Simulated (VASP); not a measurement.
Wanted: the native input for a VASP 6.6.1 run.

```yaml
Task: electric field gradients
Functional: PBEsol
Potentials_or_basis: VASP PAW PBE potentials, release 64 (Ag, Br)
Cutoff: 400 eV
k_mesh: 7 × 7 × 7
Occupations: fermi-dirac, width 0.02 eV
Spin: no spin polarisation
Dipole_correction: no
Further_INCAR_settings: ALGO = Normal; EDIFF = 1e-08; NBANDS = 16
```

The structure of AgBr lies in POSCAR:

```
AgBr
1.0
    0.0000000000      2.8666799533      2.8666799533
    2.8666799533      0.0000000000      2.8666799533
    2.8666799533      2.8666799533      0.0000000000
Ag Br
1 1
Direct
    0.5000000000      0.5000000000      0.5000000000
    0.0000000000      0.0000000000      0.0000000000
```

This cell differs from its parent crystal: volume scaled by 0.98.

One way to write it, as run:

INCAR

```
SYSTEM = AgBr
PREC = Accurate
ENCUT = 400
EDIFF = 1E-8
ISMEAR = -1
SIGMA = 0.02
LREAL = .False.
LASPH = .True.
NELM = 120
ALGO = Normal
ISIF = 2
LWAVE = .False.
LCHARG = .False.
GGA = PS
LEFG = .True.
NBANDS = 16
GGA_COMPAT = .False.
```

KPOINTS

```
regular mesh
0
Gamma
  7 7 7
  0 0 0
```

Potentials or basis: VASP PAW PBE potentials, release 64 (Ag, Br).

The run is started by

```console
$ cat potpaw_PBE.64/Ag/POTCAR potpaw_PBE.64/Br/POTCAR > POTCAR
$ mpirun -np 1 vasp_std > vasp.out
```

It gave:

| Item | Value |
| --- | --- |
| Pressure | -1.7 GPa |
| Band gap on the k mesh | 0.58 eV, indirect (least direct gap 2.46 eV) |

Caveat: without QUAD_EFG the Cq values of the log hold for a quadrupole moment of 1 mb, not for the nuclei; the PAW data sets were made with another functional, which shifts forces and pressure a little.

Wall time 29 s on 1 thread of Intel Xeon 8259CL, on a shared host, peak memory 0.15 GiB.
